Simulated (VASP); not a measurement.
# WS2 in VASP: notebook

The runs below take WS2 through single point, with PBE+D3(BJ).

All numbers are computed with VASP 6.6.1; they aren't measurements. Logs are shortened: lines on timing, memory, paths and dates and some standing lists are left out, and cuts for length are marked.

### Step 1. The cell of the first run

The cell holds a slab with vacuum, 3 atoms: a = 3.033 Å, b = 3.033 Å, c = 32.291 Å, α = 90.00°, β = 90.00°, γ = 120.00°.

### Step 2. Single point, PBE+D3(BJ) (biaxial strain -0.040, then relaxed in part)

INCAR

```
SYSTEM = WS2
PREC = Accurate
ENCUT = 520
EDIFF = 1E-6
ISMEAR = 0
SIGMA = 0.02
LREAL = .False.
LASPH = .True.
NELM = 100
ALGO = Normal
ISIF = 2
LWAVE = .False.
LCHARG = .True.
LDIPOL = .True.
IDIPOL = 3
DIPOL = 0.5 0.5 0.500
GGA = PE
IVDW = 12
LELF = .True.
LVHAR = .True.
LVACPOTAV = .True.
NBANDS = 20
```

KPOINTS

```
regular mesh
0
Gamma
  12 12 1
  0 0 0
```

POSCAR

```
WS2
1.0
    3.0333501811      0.0000000000      0.0000000000
   -1.5166750906      2.6269583154      0.0000000000
    0.0000000000      0.0000000000     32.2905332550
S W
2 1
Direct
    0.3333333333      0.6666666667      0.4497307494
    0.3333333333      0.6666666667      0.5502692506
    0.6666666667      0.3333333333      0.5000000000
```

Potentials or basis: VASP PAW PBE potentials, release 64 (S, W_sv).

Started as:

```
$ cat potpaw_PBE.64/S/POTCAR potpaw_PBE.64/W_sv/POTCAR > POTCAR
$ mpirun -np 1 vasp_std > vasp.out
```

OUTCAR:

```text
SYSTEM = WS2
   PREC = Accurate
   ENCUT = 520
   EDIFF = 1E-6
   ISMEAR = 0
   LREAL = .False.
   LASPH = .True.
   NELM = 100
   ISIF = 2
   GGA = PE
   IVDW = 12
 IVDW          = 12

 ion  position               nearest neighbor table
   1  0.333  0.667  0.450-   3 2.39   3 2.39   3 2.39
   2  0.333  0.667  0.550-   3 2.39   3 2.39   3 2.39
   3  0.667  0.333  0.500-   1 2.39   2 2.39   1 2.39   2 2.39   1 2.39   2 2.39

  LATTYP: Found a hexagonal cell.
 ALAT       =     3.0333501811
 C/A-ratio  =    10.6451716179

  Lattice vectors:

 A1 = (   3.0333501811,   0.0000000000,   0.0000000000)
 A2 = (  -1.5166750906,   2.6269583154,   0.0000000000)
 A3 = (   0.0000000000,   0.0000000000,  32.2905332550)

Analysis of symmetry for initial positions (statically):
=====================================================================
 Subroutine PRICEL returns:
 Original cell was already a primitive cell.

 Routine SETGRP: Setting up the symmetry group for a
 hexagonal supercell.

 Subroutine GETGRP returns: Found 12 space group operations
 (whereof 12 operations were pure point group operations)
 out of a pool of 24 trial point group operations.

The static configuration has the point symmetry D_3h.

Analysis of symmetry for dynamics (positions and initial velocities):
=====================================================================
 Subroutine PRICEL returns:
 Original cell was already a primitive cell.

 Routine SETGRP: Setting up the symmetry group for a
 hexagonal supercell.

 Subroutine GETGRP returns: Found 12 space group operations
 (whereof 12 operations were pure point group operations)
 out of a pool of 24 trial point group operations.

The dynamic configuration has the point symmetry D_3h.

 Subroutine INISYM returns: Found 12 space group operations
 (whereof 12 operations are pure point group operations),
 and found     1 'primitive' translations

----------------------------------------------------------------------------------------

                                     Primitive cell

  volume of cell :     257.3066

  direct lattice vectors                    reciprocal lattice vectors
     3.033350181  0.000000000  0.000000000     0.329668499  0.190334196  0.000000000
    -1.516675091  2.626958315  0.000000000     0.000000000  0.380668393  0.000000000
     0.000000000  0.000000000 32.290533255     0.000000000  0.000000000  0.030968829

  length of vectors
     3.033350181  3.033350181 32.290533255     0.380668393  0.380668393  0.030968829

  position of ions in fractional coordinates (direct lattice)
     0.333333333  0.666666667  0.449730749
     0.333333333  0.666666667  0.550269251
     0.666666667  0.333333333  0.500000000

  ion indices of the primitive-cell ions
   primitive index   ion index
                 1           1
                 2           2
                 3           3

----------------------------------------------------------------------------------------

 KPOINTS: regular mesh

Automatic generation of k-mesh.
 Grid dimensions read from file:
 generate k-points for:   12   12    1

 Generating k-lattice:

  Cartesian coordinates                     Fractional coordinates (reciprocal lattice)
     0.027472375  0.015861183  0.000000000     0.083333333  0.000000000  0.000000000
     0.000000000  0.031722366  0.000000000     0.000000000  0.083333333  0.000000000
     0.000000000  0.000000000  0.030968829     0.000000000  0.000000000  1.000000000

  Length of vectors
     0.031722366  0.031722366  0.030968829

  Shift w.r.t. Gamma in fractional coordinates (k-lattice)
     0.000000000  0.000000000  0.000000000

 Subroutine IBZKPT returns following result:
 ===========================================

 Found     19 irreducible k-points:

 Following reciprocal coordinates:
            Coordinates               Weight
  0.000000  0.000000  0.000000      1.000000
  0.083333  0.000000  0.000000      6.000000
  0.166667  0.000000  0.000000      6.000000
  0.250000  0.000000  0.000000      6.000000
  0.333333 -0.000000  0.000000      6.000000
  0.416667  0.000000  0.000000      6.000000
[... 11 lines left out ...]
  0.333333  0.250000  0.000000     12.000000
  0.333333  0.333333  0.000000      2.000000
   k-points           NKPTS =     19   k-points in BZ     NKDIM =     19   number of bands    NBANDS=     20
   number of dos      NEDOS =    301   number of ions     NIONS =      3
   total plane-waves  NPLWV = 138240
   dimension x,y,z NGX =    24 NGY =   24 NGZ =  240
   dimension x,y,z NGXF=    48 NGYF=   48 NGZF=  480
   ions per type =               2   1
   NGX,Y,Z   is equivalent  to a cutoff of  13.15, 13.15, 12.36 a.u.
   NGXF,Y,Z  is equivalent  to a cutoff of  26.31, 26.31, 24.71 a.u.
 SYSTEM =  WS2
   PREC   = accura    normal or accurate (medium, high low for compatibility)
   ISTART =      0    job   : 0-new  1-cont  2-samecut
   ICHARG =      2    charge: 1-file 2-atom 10-const
   ISPIN  =      1    spin polarized calculation?
   LNONCOLLINEAR =      F non collinear calculations
   LSORBIT =      F    spin-orbit coupling
   LASPH  =      T    aspherical Exc in radial PAW
   ENCUT  =  520.0 eV  38.22 Ry    6.18 a.u.   5.64  5.64 60.04*2*pi/ulx,y,z
   NELM   =    100;   NELMIN=  2; NELMDL= -5     # of ELM steps
   EDIFF  = 0.1E-05   stopping-criterion for ELM
   LREAL  =      F    real-space projection
   EDIFFG = 0.1E-04   stopping-criterion for IOM
   NSW    =      0    number of steps for IOM
   IBRION =     -1    ionic relax: 0-MD 1-quasi-New 2-CG
   NFREE  =      0    steps in history (QN), initial steepest desc. (CG)
   ISIF   =      2    stress and relaxation
   ISYM   =      2    0-nonsym 1-usesym 2-fastsym
   POTIM  = 0.5000    time-step for ionic-motion
   TEBEG  =    0.0;   TEEND  =   0.0 temperature during run
   PSTRESS=    0.0 pullay stress
   NELECT =      26.0000    total number of electrons
   NUPDOWN=      -1.0000    fix difference up-down
   EMIN   =  10.00;   EMAX   =-10.00  energy-range for DOS
   EFERMI =   0.00;   METHOD = LEGACY
   ISMEAR =     0;   SIGMA  =   0.02  broadening in eV -4-tet -1-fermi 0-gaus
   EFERMI_NEDOS =   21; number of points for ismear=-14 and -15
   IALGO  =     38    algorithm
   IMIX   =      4    mixing-type and parameters
     AMIX     =   0.40;   BMIX     =  1.00
     AMIX_MAG =   1.60;   BMIX_MAG =  1.00
  volume/ion in A,a.u.               =      85.77       578.80
  Fermi-wavevector in a.u.,A,eV,Ry     =   0.762516  1.440946  7.910844  0.581431
  Thomas-Fermi vector in A             =   1.861994
   LORBIT       =      0    0 simple, 1 ext, 2 COOP (PROOUT), +10 PAW based schemes
   GGA     = PE    functional components
   LHFCALC =     F    Hartree Fock is set to
   AEXX    =    0.0000 exact exchange contribution
   IVDW    =    12    specifies the selected vdW correction
   LEPSILON=     F    determine dielectric tensor
   LRPA    =     F    only Hartree local field effects (RPA)
 non-spin polarized calculation
 Gauss-broadening in eV      SIGMA  =   0.02
  energy-cutoff  :      520.00
  volume of cell :      257.31
 maximum number of plane-waves:      6985
 NGX is ok and might be reduce to    24
   NGX = 11   NGY = 11   NGZ =121

 number of electron      26.0000000 magnetization

 dipolmoment           0.000000      0.000000      0.000000 electrons x Angstroem

 Free energy of the ion-electron system (eV)
  ---------------------------------------------------
  ext. energy  EPLUGINS =         0.00000000
  ---------------------------------------------------
  free energy    TOTEN  =       -23.42088875 eV

  energy without entropy =      -23.42088875  energy(sigma->0) =      -23.42088875

 E-fermi :  -2.7621     XC(G=0):  -2.5430

 val. band max:       -2.9502717393   @ k =   0.3333   0.3333   0.0000
 cond. band min:      -1.2111551212   @ k =   0.1667   0.1667   0.0000
 fundamental gap:      1.7391166181
 Fermi energy:        -2.7620537298

 k-point     1 :       0.0000    0.0000    0.0000
  band No.  band energies     occupation
      1     -76.7983      2.00000
      2     -41.1539      2.00000
      3     -40.8133      2.00000
      4     -40.8133      2.00000
      5     -18.1772      2.00000
      6     -16.6023      2.00000
[... 12 lines left out ...]
     19       2.1502      0.00000
     20       2.5881      0.00000

 k-point     2 :       0.0833    0.0000    0.0000
  band No.  band energies     occupation
      1     -76.7961      2.00000
      2     -41.1472      2.00000
      3     -40.8507      2.00000
      4     -40.8219      2.00000
      5     -18.0412      2.00000
      6     -16.5437      2.00000
[... 12 lines left out ...]
     19       2.3077      0.00000
     20       2.7454      0.00000

 k-point     3 :       0.1667    0.0000    0.0000
  band No.  band energies     occupation
      1     -76.7901      2.00000
      2     -41.1286      2.00000
      3     -40.9516      2.00000
      4     -40.8451      2.00000
      5     -17.6521      2.00000
      6     -16.3760      2.00000
[... 12 lines left out ...]
     19       2.7635      0.00000
     20       3.1994      0.00000

 k-point     4 :       0.2500    0.0000    0.0000
  band No.  band energies     occupation
      1     -76.7819      2.00000
      2     -41.1030      2.00000
      3     -41.0869      2.00000
      4     -40.8767      2.00000
      5     -17.0662      2.00000
      6     -16.1256      2.00000
[... 12 lines left out ...]
     19       3.4573      0.00000
     20       3.9395      0.00000

 k-point     5 :       0.3333   -0.0000    0.0000
  band No.  band energies     occupation
      1     -76.7736      2.00000
      2     -41.2194      2.00000
      3     -41.0774      2.00000
      4     -40.9081      2.00000
      5     -16.3841      2.00000
      6     -15.8434      2.00000
[... 12 lines left out ...]
     19       4.1492      0.00000
     20       4.5508      0.00000

 k-point     6 :       0.4167    0.0000    0.0000
  band No.  band energies     occupation
      1     -76.7676      2.00000
      2     -41.3147      2.00000
      3     -41.0586      2.00000
      4     -40.9309      2.00000
      5     -15.7814      2.00000
      6     -15.6095      2.00000
[... 12 lines left out ...]
     19       4.4492      0.00000
     20       4.7558      0.00000

 k-point     7 :       0.5000    0.0000    0.0000
  band No.  band energies     occupation
      1     -76.7654      2.00000
      2     -41.3492      2.00000
      3     -41.0517      2.00000
      4     -40.9393      2.00000
      5     -15.5249      2.00000
      6     -15.5165      2.00000
[... 12 lines left out ...]
     19       4.6097      0.00000
     20       4.9157      0.00000
[... 162 lines left out ...]
 k-point    15 :       0.3333    0.1667    0.0000
  band No.  band energies     occupation
      1     -76.7654      2.00000
      2     -41.2824      2.00000
      3     -41.0517      2.00000
      4     -41.0099      2.00000
      5     -15.5645      2.00000
      6     -15.4927      2.00000
[... 12 lines left out ...]
     19       5.4076      0.00000
     20       5.5603      0.00000

 k-point    16 :       0.4167    0.1667    0.0000
  band No.  band energies     occupation
      1     -76.7635      2.00000
      2     -41.3054      2.00000
      3     -41.0457      2.00000
      4     -41.0246      2.00000
      5     -15.4024      2.00000
      6     -15.3364      2.00000
[... 12 lines left out ...]
     19       5.8337      0.00000
     20       6.3214      0.00000

 k-point    17 :       0.2500    0.2500    0.0000
  band No.  band energies     occupation
      1     -76.7654      2.00000
      2     -41.2505      2.00000
      3     -41.0517      2.00000
      4     -41.0431      2.00000
      5     -15.5772      2.00000
      6     -15.4847      2.00000
[... 12 lines left out ...]
     19       5.2829      0.00000
     20       5.6344      0.00000

 k-point    18 :       0.3333    0.2500    0.0000
  band No.  band energies     occupation
      1     -76.7623      2.00000
      2     -41.2562      2.00000
      3     -41.0977      2.00000
      4     -41.0423      2.00000
      5     -15.3315      2.00000
      6     -15.2274      2.00000
[... 12 lines left out ...]
     19       5.1077      0.00000
     20       6.2790      0.00000

 k-point    19 :       0.3333    0.3333    0.0000
  band No.  band energies     occupation
      1     -76.7612      2.00000
      2     -41.2101      2.00000
      3     -41.1665      2.00000
      4     -41.0389      2.00000
      5     -15.2663      2.00000
      6     -15.0992      2.00000
[... 12 lines left out ...]
     19       4.6593      0.00000
     20       6.4275      0.00000

------------------------ aborting loop because EDIFF is reached ----------------------------------------

 Edisp (eV)   -1.00231

 E8    (eV) :    -0.4512

  FORCE on cell =-STRESS in cart. coord.  units (eV):
  Direction    XX          YY          ZZ          XY          YZ          ZX
  --------------------------------------------------------------------------------------
  -------------------------------------------------------------------------------------
  Total       4.29040     4.29040    -0.00682    -0.00000     0.00000    -0.00000
  in kB      26.71513    26.71513    -0.04248    -0.00000     0.00000    -0.00000
  external pressure =       17.80 kB  Pullay stress =        0.00 kB

 VOLUME and BASIS-vectors are now :
 -----------------------------------------------------------------------------
  energy-cutoff  :      520.00
  volume of cell :      257.31
      direct lattice vectors                 reciprocal lattice vectors
     3.033350181  0.000000000  0.000000000     0.329668499  0.190334196  0.000000000
    -1.516675091  2.626958315  0.000000000     0.000000000  0.380668393  0.000000000
     0.000000000  0.000000000 32.290533255     0.000000000  0.000000000  0.030968829

 POSITION                                       TOTAL-FORCE (eV/Angst)
 -----------------------------------------------------------------------------------
     -0.00000      1.75131     14.52205        -0.000000      0.000000     -0.006799
     -0.00000      1.75131     17.76849         0.000000      0.000000      0.006799
      1.51668      0.87565     16.14527         0.000000     -0.000000     -0.000000
 -----------------------------------------------------------------------------------
    total drift:                               -0.000000      0.000000      0.000000

  FREE ENERGIE OF THE ION-ELECTRON SYSTEM (eV)
  ---------------------------------------------------
  free  energy   TOTEN  =       -24.4232007280 eV

  energy  without entropy=      -24.4232007280  energy(sigma->0) =      -24.42320073

 vacuum level on the upper side and lower side of the slab         2.550         2.550
```

Wall time 86 s (1 thread of AMD EPYC 9R45 (Zen 5), shared host); peak memory 0.37 GiB.

Results:

```
Free energy                : -24.4232 eV
Largest force              : 0.007 eV/Å
Band gap on the k mesh     : 1.74 eV (least direct gap 2.58 eV)
Dispersion energy per atom : -0.334 eV
```

Forces on the atoms (eV/Å):
```
S    0.000  0.000 -0.007
S    0.000  0.000  0.007
W    0.000  0.000  0.000
```

Caveat: the cell differs from its parent crystal (biaxial strain -0.040, then relaxed in part); spin-orbit coupling is left out, which moves the levels of the heavy elements.

(Continued in part 2 of 2.)
